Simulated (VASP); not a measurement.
# MgS (R3m) in VASP: notebook, part 2 of 2

VASP 6.6.1. Earlier steps stand in the parts before.

## (4) Single point, PBE (epitaxial 111 strain +4.0%)

INCAR reads:

```
ALGO = Normal
EDIFF = 1E-6
ENCUT = 520
GGA = PE
ISIF = 2
ISMEAR = -1
LASPH = T
LCHARG = T
LELF = T
LREAL = F
LVHAR = T
LWAVE = F
NBANDS = 11
NELM = 80
PREC = Accurate
SIGMA = 0.02
```

KPOINTS reads:

```
k-points
0
Gamma
  8 8 8
```

POSCAR reads:

```
MgS
1.0
   -0.1305099322      2.8136019827      2.8136019827
    2.8136019827     -0.1305099322      2.8136019827
    2.8136019827      2.8136019827     -0.1305099322
Mg S
1 1
Direct
   -0.0041468711     -0.0041468711     -0.0041468711
    0.2541468711      0.2541468711      0.2541468711
```

Potentials or basis: VASP PAW PBE potentials, release 64 (Mg, S).

The run is started by

```bash
cat potpaw_PBE.64/Mg/POTCAR potpaw_PBE.64/S/POTCAR > POTCAR
mpirun -np 1 vasp_std > vasp.out
```

OUTCAR:

```text
EDIFF = 1E-6
   ENCUT = 520
   GGA = PE
   ISIF = 2
   ISMEAR = -1
   LASPH = T
   LREAL = F
   NELM = 80
   PREC = Accurate

 ion  position               nearest neighbor table
   1  0.996  0.996  0.996-   2 2.46   2 2.51   2 2.51   2 2.51
   2  0.254  0.254  0.254-   1 2.46   1 2.51   1 2.51   1 2.51

  LATTYP: Found a trigonal (rhomboedric) cell.
 ALAT       =     3.9811738315
 COS(alpha) =     0.4531271686

  Lattice vectors:

 A1 = (  -0.1305099322,   2.8136019827,   2.8136019827)
[... 513 lines left out ...]
      6       7.8868      0.00000
      7       8.7242      0.00000
      8       8.8228      0.00000
      9      10.1240      0.00000
     10      12.9569      0.00000
     11      14.0056      0.00000

 [... further k-points ...]
[... 5 lines left out ...]
  --------------------------------------------------------------------------------------
  -------------------------------------------------------------------------------------
  Total       -0.5375247     -0.5375247     -0.5375247      0.3854732      0.3854732      0.3854732
  in kB      -18.0758549    -18.0758549    -18.0758549     12.9626728     12.9626728     12.9626728
  external PRESSURE =     -18.0758549 kB  Pullay stress =       0.0000000 kB

 VOLUME and BASIS-vectors are now :
 -----------------------------------------------------------------------------
  energy-cutoff  :      520.00
  volume of cell :       47.64
      direct lattice vectors                 reciprocal lattice vectors
    -0.130509932  2.813601983  2.813601983    -0.165798155  0.173862846  0.173862846
     2.813601983 -0.130509932  2.813601983     0.173862846 -0.165798155  0.173862846
     2.813601983  2.813601983 -0.130509932     0.173862846  0.173862846 -0.165798155

 POSITION                                       TOTAL-FORCE (eV/Angst)
 -----------------------------------------------------------------------------------
      5.47390      5.47390      5.47390        -0.006831     -0.006831     -0.006831
      1.39697      1.39697      1.39697         0.006831      0.006831      0.006831
 -----------------------------------------------------------------------------------
    total drift:                               -0.000162     -0.000162     -0.000162

  FREE ENERGIE OF THE ION-ELECTRON SYSTEM (eV)
  ---------------------------------------------------
  free  energy   TOTEN  =        -8.4379992176 eV

  energy  without entropy=       -8.4379992176  energy(sigma->0) =       -8.43799922
```

OSZICAR:

```text
N       E                     dE             d eps       ncg     rms          rms(c)
DAV:   1     0.235319209558E+02    0.23532E+02   -0.32938E+03  1446   0.562E+02
DAV:   2    -0.703361575646E+01   -0.30566E+02   -0.29614E+02  1767   0.987E+01
DAV:   3    -0.896015169160E+01   -0.19265E+01   -0.19234E+01  1733   0.264E+01
DAV:   4    -0.897626324134E+01   -0.16112E-01   -0.16110E-01  1747   0.291E+00
DAV:   5    -0.897645911744E+01   -0.19588E-03   -0.19587E-03  1767   0.313E-01    0.394E+00
DAV:   6    -0.846577859018E+01    0.51068E+00   -0.13173E+00  1553   0.418E+00    0.297E+00
DAV:   7    -0.843124297664E+01    0.34536E-01   -0.26888E-01  1748   0.208E+00    0.233E+00
DAV:   8    -0.843881797311E+01   -0.75750E-02   -0.26461E-02  1592   0.969E-01    0.135E+00
DAV:   9    -0.843776317961E+01    0.10548E-02   -0.27828E-03  1637   0.257E-01    0.470E-01
DAV:  10    -0.843797149373E+01   -0.20831E-03   -0.69943E-04  1622   0.123E-01    0.466E-02
DAV:  11    -0.843799594792E+01   -0.24454E-04   -0.44461E-05  1700   0.300E-02    0.525E-02
DAV:  12    -0.843799948458E+01   -0.35367E-05   -0.60993E-06  1682   0.127E-02    0.260E-02
DAV:  13    -0.843799921761E+01    0.26697E-06   -0.19177E-06  1691   0.590E-03
   1 F= -.84379992E+01 E0= -.84379992E+01  d E =-.159395E-11
```

stdout:

```text
POSCAR found type information on POSCAR MgS
 POSCAR found :  2 types and       2 ions
 scaLAPACK will be used
 LDA part: xc-table for (Slater+PW92), standard interpolation
 POSCAR, INCAR and KPOINTS ok, starting setup
 FFT: planning ... GRIDC
 FFT: planning ... GRID_SOFT
 FFT: planning ... GRID
 WAVECAR not read
 entering main loop
```

It took 29 s on 1 thread of Intel Xeon Platinum 8259CL at 2.50GHz (Skylake/Cascade Lake), shared host; peak memory 0.19 GiB.

Results:

```
Free energy            : -8.4380 eV
Pressure               : -1.8 GPa
Largest force          : 0.012 eV/Å
Band gap on the k mesh : 2.93 eV, direct
```

Forces in eV/Å, atoms in the order of the input:
```
Mg  -0.007 -0.007 -0.007
S    0.007  0.007  0.007
```

Stress tensor (GPa, compression positive):
```
-1.81  1.30  1.30
 1.30 -1.81  1.30
 1.30  1.30 -1.81
```

Levels at points of the mesh, in eV from the valence-band top:
```csv
k point,band 1,band 2,band 3,band 4,band 5,band 6,band 7,band 8
"(0.00, 0.00, 0.00)",-11.33,-0.32,-0.32,0.00,2.93,7.32,7.32,8.24
"(0.50, 0.00, 0.00)",-10.75,-3.23,-0.54,-0.37,4.79,7.24,7.64,8.14
"(0.50, 0.50, 0.00)",-10.52,-2.90,-1.37,-1.00,3.64,5.40,10.32,11.50
"(0.50, 0.50, 0.50)",-10.62,-3.07,-0.72,-0.72,4.43,6.98,6.98,8.15
```

Caveat: the cell differs from its parent crystal (epitaxial 111 strain +4.0%).

## (5) Single point, r2SCAN (epitaxial 111 strain -4.0%)

POSCAR reads:

```
MgS
1.0
    0.1321770109      2.8498187785      2.8498187785
    2.8498187785      0.1321770109      2.8498187785
    2.8498187785      2.8498187785      0.1321770109
Mg S
1 1
Direct
    0.0044225808      0.0044225808      0.0044225808
    0.2455774192      0.2455774192      0.2455774192
```

INCAR.step1 reads:

```
SYSTEM = MgS
PREC = Accurate
ENCUT = 520
ISMEAR = 0
SIGMA = 0.01
LREAL = .FALSE.
LASPH = .TRUE.
NELM = 80
NBANDS = 11
GGA = PE
ALGO = Normal
EDIFF = 1E-4
LWAVE = .TRUE.
LCHARG = .FALSE.
```

INCAR.step2 reads:

```
SYSTEM = MgS
PREC = Accurate
ENCUT = 520
EDIFF = 1E-7
ISMEAR = 0
SIGMA = 0.01
LREAL = .FALSE.
LASPH = .TRUE.
NELM = 80
ALGO = Normal
ISIF = 2
LWAVE = .FALSE.
LCHARG = .FALSE.
METAGGA = R2SCAN
LMIXTAU = .TRUE.
NBANDS = 11
ISTART = 1
```

KPOINTS reads:

```
Automatic mesh
0
G
  8 8 8
  0 0 0
```

The run is started by

```bash
cat potpaw_PBE.64/Mg/POTCAR potpaw_PBE.64/S/POTCAR > POTCAR
cp INCAR.step1 INCAR
mpirun -np 1 vasp_std > vasp.out
cp INCAR.step2 INCAR
mpirun -np 1 vasp_std > vasp.out
```

Run time: 2.1 min. Hardware: 1 thread of Intel Xeon Platinum 8259CL at 2.50GHz (Skylake/Cascade Lake), shared host; peak memory 0.19 GiB.

Results (log left out):

* Free energy: -15.4003 eV
* Pressure: 3.0 GPa
* Largest force: 0.004 eV/Å
* Band gap on the k mesh: 4.03 eV, indirect (least direct gap 4.12 eV)

Forces in eV/Å, atoms in the order of the input:
```
Mg  -0.002 -0.002 -0.002
S    0.002  0.002  0.002
```

Stress tensor (GPa, compression positive):
```
 2.99 -1.65 -1.65
-1.65  2.99 -1.65
-1.65 -1.65  2.99
```

Levels at points of the mesh, in eV from the valence-band top:
| k point | band 1 | band 2 | band 3 | band 4 | band 5 | band 6 | band 7 | band 8 | band 9 |
| --- | --- | --- | --- | --- | --- | --- | --- | --- | --- |
| (0.00, 0.00, 0.00) | -12.10 | -0.51 | 0.00 | 0.00 | 4.12 | 8.00 | 8.89 | 8.89 | 11.41 |
| (0.50, 0.00, 0.00) | -11.28 | -3.47 | -0.74 | -0.46 | 5.65 | 7.73 | 8.23 | 9.27 | 13.30 |
| (0.50, 0.50, 0.00) | -11.06 | -3.15 | -1.50 | -1.06 | 4.03 | 6.19 | 12.19 | 13.52 | 13.74 |
| (0.50, 0.50, 0.50) | -11.44 | -3.67 | -0.26 | -0.26 | 6.15 | 8.52 | 8.52 | 9.22 | 13.54 |

Caveat: the cell differs from its parent crystal (epitaxial 111 strain -4.0%); the PAW data sets were made with another functional, which shifts forces and pressure a little.

## (6) The runs side by side

| level | cell | smearing | gap on the mesh (eV) | pressure (GPa) | largest force (eV/Å) |
| --- | --- | --- | --- | --- | --- |
| PBE | a = 4.032 Å, angles 56.9°, 2 atoms | fermi-dirac 0.02 eV | 3.45 | 4.2 | 0.02 |
| r2SCAN | a = 3.981 Å, angles 63.1°, 2 atoms | gaussian 0.01 eV | 3.57 | -3.0 | - |
| PBE | a = 3.981 Å, angles 63.1°, 2 atoms | fermi-dirac 0.02 eV | 2.93 | -1.8 | 0.01 |
| r2SCAN | a = 4.032 Å, angles 56.9°, 2 atoms | gaussian 0.01 eV | 4.03 | 3.0 | - |

Alike in all rows: task single point; potentials or basis VASP PAW PBE potentials, release 64 (Mg, S); no spin polarisation; k mesh 8 × 8 × 8; cutoff (eV) 520.

Caveats: the PAW data sets were made with another functional, which shifts forces and pressure a little (some runs).

Total energies depend on the potentials used, so only differences within one code and one set of settings carry meaning.
